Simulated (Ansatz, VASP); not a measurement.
# Tl in VASP and in Ansatz

Contents of INCAR:

```
  PREC = Accurate
  ENCUT = 520
  EDIFF = 1E-6
  ISMEAR = 0
  SIGMA = 0.02
  LREAL = False
  LASPH = True
  NELM = 60
  ALGO = Normal
  ISIF = 2
  LWAVE = False
  LCHARG = False
  GGA = PS
  NBANDS = 20
```

The input KPOINTS:

```
regular mesh
0
Gamma
  9 9 5
```

POSCAR

```
Tl
1.0
    3.4560000000      0.0000000000      0.0000000000
   -1.7280000000      2.9929837955      0.0000000000
    0.0000000000      0.0000000000      5.5250000000
Tl
2
Direct
    0.6666666667      0.3333333333      0.7500000000
    0.3333333333      0.6666666667      0.2500000000
```

Contents of input.yaml:

```yaml
crystal:
  lattice:
    - [3.456, 0.0, 0.0]
    - [-1.728, 2.9929837955, 0.0]
    - [0.0, 0.0, 5.525]
  atoms:
    - { symbol: Tl, position: [0.6666666667, 0.3333333333, 0.75] }
    - { symbol: Tl, position: [0.3333333333, 0.6666666667, 0.25] }
kpoints:
  mp_grid: { grid: [9, 9, 5] }
scf:
  occupations: { method: gaussian, width: 0.02 }
hamiltonian:
  xc: pbesol
  pseudopotentials: { kind: all_electron, lapw: { basis_error: 0.001 } }
output:
  forces: true
  stress: true
  eigenvalues: true
```

Alike in both runs: task single point; functional PBEsol; k mesh 9 × 9 × 5; occupations gaussian, width 0.02 eV; no spin polarisation.

```csv
,VASP,Ansatz
version,VASP 6.6.1,Ansatz 0.2.0
potentials or method,"VASP PAW PBE potentials, release 64 (Tl_d), cutoff 520 eV","all-electron LAPW, scalar-relativistic"
```

Ansatz gave:

| Property | Result |
| --- | --- |
| gap on the k mesh at the Fermi level (eV) | none |
| pressure (GPa) | 0.3 |
| traceless stress, the component that is largest in VASP (GPa) | 0.45 |

Task: Which values does VASP return?

Result: gap on the k mesh at the Fermi level (eV): none; pressure (GPa): 0.2; traceless stress, the component that is largest in VASP (GPa): 0.45.

VASP's potentials were made for PBE, not for PBEsol. A gap of «none» marks a metal or a gap that the smearing closes. Ansatz ran all-electron here, and VASP with PAW potentials.

Spin-orbit coupling is off throughout.
